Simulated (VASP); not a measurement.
# ZnW (Fd-3m) in VASP: a series of runs, part 2 of 2

VASP 6.6.1. The steps go on from the part before.

## 4. Relaxation of cell and atoms, PBE

The input, INCAR:

```
SYSTEM = ZnW
ALGO = Fast ; EDIFF = 1E-6
EDIFFG = -0.01 ; ENCUT = 600
GGA = PE ; IBRION = 2
ISIF = 3 ; ISMEAR = 0
LASPH = .TRUE. ; LCHARG = .FALSE.
LREAL = .FALSE. ; LWAVE = .FALSE.
NELM = 80 ; NSW = 100
PREC = Accurate ; SIGMA = 0.1
```

The input, KPOINTS:

```
k-points
0
G
  12 12 12
  0 0 0
```

The input, POSCAR:

```
ZnW
1.0
    0.0000000000      3.1303550390      3.1303550390
    3.1303550390      0.0000000000      3.1303550390
    3.1303550390      3.1303550390      0.0000000000
Zn W
2 2
Direct
    0.0000000000      0.0000000000      0.0000000000
    0.2500000000      0.2500000000      0.2500000000
    0.5000000000      0.5000000000      0.5000000000
    0.7500000000      0.7500000000      0.7500000000
```

Potentials or basis: VASP PAW PBE potentials, release 64 (Zn, W_sv).

Run with:

```
cat potpaw_PBE.64/Zn/POTCAR potpaw_PBE.64/W_sv/POTCAR > POTCAR
mpirun -np 1 vasp_std > vasp.out
```

OUTCAR:

```text
SYSTEM = ZnW
   EDIFF = 1E-6
   EDIFFG = -0.01
   ENCUT = 600
   GGA = PE
   IBRION = 2
   ISIF = 3
   ISMEAR = 0
   LASPH = .TRUE.
   LREAL = .FALSE.
   NELM = 80
   NSW = 100
   PREC = Accurate

 ion  position               nearest neighbor table
   1  0.000  0.000  0.000-   4 2.71   4 2.71   4 2.71   2 2.71   4 2.71   2 2.71   2 2.71   2 2.71
                             3 3.13   3 3.13   3 3.13   3 3.13   3 3.13   3 3.13
   2  0.250  0.250  0.250-   1 2.71   1 2.71   1 2.71   1 2.71   3 2.71   3 2.71   3 2.71   3 2.71
                             4 3.13   4 3.13   4 3.13   4 3.13   4 3.13   4 3.13
   3  0.500  0.500  0.500-   2 2.71   2 2.71   2 2.71   2 2.71   4 2.71   4 2.71   4 2.71   4 2.71
                             1 3.13   1 3.13   1 3.13   1 3.13   1 3.13   1 3.13
   4  0.750  0.750  0.750-   3 2.71   3 2.71   3 2.71   1 2.71   3 2.71   1 2.71   1 2.71   1 2.71
                             2 3.13   2 3.13   2 3.13   2 3.13   2 3.13   2 3.13

  LATTYP: Found a face centered cubic cell.
 ALAT       =     6.2607100780

  Lattice vectors:

 A1 = (   0.0000000000,   3.1303550390,   3.1303550390)
 A2 = (   3.1303550390,   0.0000000000,   3.1303550390)
 A3 = (   3.1303550390,   3.1303550390,   0.0000000000)

Analysis of symmetry for initial positions (statically):
=====================================================================
 Subroutine PRICEL returns:
 Original cell was already a primitive cell.

 Routine SETGRP: Setting up the symmetry group for a
 face centered cubic supercell.

 Subroutine GETGRP returns: Found 48 space group operations
 (whereof 24 operations were pure point group operations)
 out of a pool of 48 trial point group operations.

The static configuration has the point symmetry T_d .
 The point group associated with its full space group is O_h .

Analysis of symmetry for dynamics (positions and initial velocities):
=====================================================================
 Subroutine PRICEL returns:
 Original cell was already a primitive cell.

 Routine SETGRP: Setting up the symmetry group for a
 face centered cubic supercell.

 Subroutine GETGRP returns: Found 48 space group operations
 (whereof 24 operations were pure point group operations)
 out of a pool of 48 trial point group operations.

The dynamic configuration has the point symmetry T_d .
 The point group associated with its full space group is O_h .

 Subroutine INISYM returns: Found 48 space group operations
 (whereof 24 operations are pure point group operations),
 and found     1 'primitive' translations

----------------------------------------------------------------------------------------

                                     Primitive cell

  volume of cell :      61.3495

  direct lattice vectors                    reciprocal lattice vectors
     0.000000000  3.130355039  3.130355039    -0.159726291  0.159726291  0.159726291
     3.130355039  0.000000000  3.130355039     0.159726291 -0.159726291  0.159726291
     3.130355039  3.130355039  0.000000000     0.159726291  0.159726291 -0.159726291

  length of vectors
     4.426990551  4.426990551  4.426990551     0.276654051  0.276654051  0.276654051

  position of ions in fractional coordinates (direct lattice)
     0.000000000  0.000000000  0.000000000
     0.250000000  0.250000000  0.250000000
     0.500000000  0.500000000  0.500000000
     0.750000000  0.750000000  0.750000000

  ion indices of the primitive-cell ions
   primitive index   ion index
[... 60 lines left out ...]
   total plane-waves  NPLWV =  46656
   dimension x,y,z NGX =    36 NGY =   36 NGZ =   36
   dimension x,y,z NGXF=    72 NGYF=   72 NGZF=   72
   ions per type =               2   2
   NGX,Y,Z   is equivalent  to a cutoff of  13.52, 13.52, 13.52 a.u.
   NGXF,Y,Z  is equivalent  to a cutoff of  27.04, 27.04, 27.04 a.u.
 SYSTEM =  ZnW
   PREC   = accura    normal or accurate (medium, high low for compatibility)
   ISTART =      0    job   : 0-new  1-cont  2-samecut
   ICHARG =      2    charge: 1-file 2-atom 10-const
   ISPIN  =      1    spin polarized calculation?
   LNONCOLLINEAR =      F non collinear calculations
   LSORBIT =      F    spin-orbit coupling
   LASPH  =      T    aspherical Exc in radial PAW
   ENCUT  =  600.0 eV  44.10 Ry    6.64 a.u.   8.84  8.84  8.84*2*pi/ulx,y,z
   NELM   =     80;   NELMIN=  2; NELMDL= -5     # of ELM steps
   EDIFF  = 0.1E-05   stopping-criterion for ELM
   LREAL  =      F    real-space projection
   EDIFFG = -.1E-01   stopping-criterion for IOM
   NSW    =    100    number of steps for IOM
   IBRION =      2    ionic relax: 0-MD 1-quasi-New 2-CG
   NFREE  =      1    steps in history (QN), initial steepest desc. (CG)
   ISIF   =      3    stress and relaxation
   ISYM   =      2    0-nonsym 1-usesym 2-fastsym
   POTIM  = 0.5000    time-step for ionic-motion
   TEBEG  =    0.0;   TEEND  =   0.0 temperature during run
   PSTRESS=    0.0 pullay stress
   NELECT =      52.0000    total number of electrons
   NUPDOWN=      -1.0000    fix difference up-down
   EMIN   =  10.00;   EMAX   =-10.00  energy-range for DOS
   EFERMI =   0.00;   METHOD = LEGACY
   ISMEAR =     0;   SIGMA  =   0.10  broadening in eV -4-tet -1-fermi 0-gaus
   EFERMI_NEDOS =   21; number of points for ismear=-14 and -15
   IALGO  =     68    algorithm
   IMIX   =      4    mixing-type and parameters
     AMIX     =   0.40;   BMIX     =  1.00
     AMIX_MAG =   1.60;   BMIX_MAG =  1.00
  volume/ion in A,a.u.               =      15.34       103.50
  Fermi-wavevector in a.u.,A,eV,Ry     =   1.549312  2.927776 32.659005  2.400369
  Thomas-Fermi vector in A             =   2.654137
   LORBIT       =      0    0 simple, 1 ext, 2 COOP (PROOUT), +10 PAW based schemes
   GGA     = PE    functional components
   LHFCALC =     F    Hartree Fock is set to
   AEXX    =    0.0000 exact exchange contribution
   IVDW    =     0    specifies the selected vdW correction
   LEPSILON=     F    determine dielectric tensor
   LRPA    =     F    only Hartree local field effects (RPA)
 conjugate gradient relaxation of ions
 non-spin polarized calculation
 RMM-DIIS sequential band-by-band and
 Gauss-broadening in eV      SIGMA  =   0.10
  energy-cutoff  :      600.00
  volume of cell :       61.35
 maximum number of plane-waves:      2085
   NGX = 17   NGY = 17   NGZ = 17

--------------------------------------- Ionic step        1  -------------------------------------------

 number of electron      51.9999992 magnetization

 Free energy of the ion-electron system (eV)
  ---------------------------------------------------
  ext. energy  EPLUGINS =         0.00000000
  ---------------------------------------------------
  free energy    TOTEN  =       -26.48429259 eV

  energy without entropy =      -26.47641910  energy(sigma->0) =      -26.48035585

------------------------ aborting loop because EDIFF is reached ----------------------------------------

  FORCE on cell =-STRESS in cart. coord.  units (eV):
  Direction    XX          YY          ZZ          XY          YZ          ZX
  --------------------------------------------------------------------------------------
  -------------------------------------------------------------------------------------
  Total        0.2477563      0.2477563      0.2477563     -0.0000000     -0.0000000     -0.0000000
  in kB        6.4703014      6.4703014      6.4703014     -0.0000000     -0.0000000     -0.0000000
  external PRESSURE =       6.4703014 kB  Pullay stress =       0.0000000 kB
[... 63 lines left out ...]
--------------------------------------- Ionic step        3  -------------------------------------------

 number of electron      51.9999987 magnetization

 Free energy of the ion-electron system (eV)
  ---------------------------------------------------
  ext. energy  EPLUGINS =         0.00000000
  ---------------------------------------------------
  free energy    TOTEN  =       -26.48482513 eV

  energy without entropy =      -26.47693010  energy(sigma->0) =      -26.48087761

 E-fermi :   6.9374     XC(G=0): -12.7029

 val. band max:        6.9335917577   @ k =   0.4167   0.2500   0.0833
 cond. band min:       6.9550410949   @ k =  -0.3333   0.2500   0.0000
 fundamental gap:      0.0214493372
 Fermi energy:         6.9374024286

 k-point     1 :       0.0000    0.0000    0.0000
  band No.  band energies     occupation
      1     -66.5560      2.00000
      2     -66.4245      2.00000
      3     -30.9708      2.00000
      4     -30.9708      2.00000
      5     -30.9708      2.00000
      6     -30.4857      2.00000
[... 805 lines left out ...]
     30       9.6377      0.00000
     31      11.4023      0.00000

 [... further k-points ...]

------------------------ aborting loop because EDIFF is reached ----------------------------------------

  FORCE on cell =-STRESS in cart. coord.  units (eV):
  Direction    XX          YY          ZZ          XY          YZ          ZX
  --------------------------------------------------------------------------------------
  -------------------------------------------------------------------------------------
  Total       -0.0271570     -0.0271570     -0.0271570     -0.0000000     -0.0000000     -0.0000000
  in kB       -0.7063463     -0.7063463     -0.7063463     -0.0000000     -0.0000000     -0.0000000
  external PRESSURE =      -0.7063463 kB  Pullay stress =       0.0000000 kB
[... 19 lines left out ...]
  FREE ENERGIE OF THE ION-ELECTRON SYSTEM (eV)
  ---------------------------------------------------
  free  energy   TOTEN  =       -26.4848251298 eV

  energy  without entropy=      -26.4769300974  energy(sigma->0) =      -26.48087761

 reached required accuracy - stopping structural energy minimisation
```

Wall time 4.7 min (1 thread of Intel Xeon Platinum 8488C (Sapphire Rapids), shared host); peak memory 0.31 GiB.

What came out:

| Property | Result |
| --- | --- |
| Free energy | -26.4848 eV |
| Relaxed volume | 15.40 Å³/atom |
| Relaxed cell | a = 4.433 Å, b = 4.433 Å, c = 4.433 Å, α = 60.00°, β = 60.00°, γ = 60.00° |
| Space group after relaxing (to 0.1 Å) | Fd-3m (No. 227) |
| Energy gained by relaxing | 0.1 meV/atom |
| Ionic steps | 3 |
| Pressure after relaxing | -0.1 GPa |
| Band gap on the k mesh | zero (bands 26 and 27 overlap by 2.12 eV) |

Step by step:
| step | energy change (eV) | largest force (eV/Å) | pressure (GPa) | volume (Å³) |
| --- | --- | --- | --- | --- |
| 1 | 0.0000 | 0.0000 | 0.65 | 61.35 |
| 2 | 0.0004 | 0.0000 | -1.03 | 61.90 |
| 3 | -0.0005 | 0.0000 | -0.07 | 61.60 |

Final structure:
```
Zn W
1.0
     0.00000    3.13460    3.13460
     3.13460    0.00000    3.13460
     3.13460    3.13460    0.00000
Zn W
2 2
Direct
  0.00000 0.00000 0.00000
  0.25000 0.25000 0.25000
  0.50000 0.50000 0.50000
  0.75000 0.75000 0.75000
```

Caveat: spin-orbit coupling is left out, which moves the levels of the heavy elements.

## 5. Summary

| task | cell | k mesh | cutoff (eV) | gap on the mesh (eV) | pressure (GPa) | relaxed volume (Å³/atom) |
| --- | --- | --- | --- | --- | --- | --- |
| single point | a = 4.429 Å, angles 60.0°, 4 atoms | 12 × 12 × 12 | 520 | none | 0.7 | - |
| relaxation of cell and atoms | relaxed from a = 4.506 Å, angles 60.0°, 4 atoms | 6 × 6 × 6 | 600 | none | -0.2 | 15.40 |
| relaxation of cell and atoms | relaxed from a = 4.427 Å, angles 60.0°, 4 atoms | 12 × 12 × 12 | 600 | none | -0.1 | 15.40 |

Alike in all rows: level PBE; potentials or basis VASP PAW PBE potentials, release 64 (Zn, W_sv); no spin polarisation; smearing gaussian 0.1 eV.

Caveats: spin-orbit coupling is left out, which moves the levels of the heavy elements.

Total energies depend on the potentials used, so only differences within one code and one set of settings carry meaning.
